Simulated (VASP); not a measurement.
Runs of VASP 6.6.1 on Ru. The structure is that of space group Fm-3m (No. 225), or close to it. The cells are those of the table. 

```csv
task,cell,k mesh,cutoff (eV),gap on the mesh (eV),pressure (GPa),relaxed volume (Å³/atom)
relaxation of cell and atoms,"relaxed from a = 2.691 Å, angles 119.6, 119.6, 90.6°, 1 atom",28 × 28 × 28,600,none,0.0,(b)
relaxation of cell and atoms,"relaxed from a = 2.692 Å, angles 60.0°, 1 atom",18 × 18 × 18,600,none,0.0,13.82
single point,"a = 2.681 Å, angles 60.0°, 1 atom",8 × 8 × 8,520,none,3.8,-
single point,"a = 2.695 Å, angles 120.0, 120.0, 90.0°, 1 atom",28 × 28 × 28,520,none,(a),-
single point,"a = 2.694 Å, angles 60.0°, 1 atom",18 × 18 × 18,520,none,-0.1,-
```

Alike in all rows: level PBE; potentials or basis VASP PAW PBE potentials, release 64 (Ru_pv); no spin polarisation; smearing gaussian 0.1 eV.

Question: Estimate the missing entries.

Answer: (a) -0.2; (b) 13.83.

Caveats: the cell stands under pressure (at least some runs); an empty level that is flat over the whole mesh can mark a ghost state of the potentials, or a narrow d or f band (at least some runs).

A k mesh can miss the band edges, and the runs leave out spin-orbit coupling on Ru.

A gap of «none» marks levels without a gap at the run's occupations.
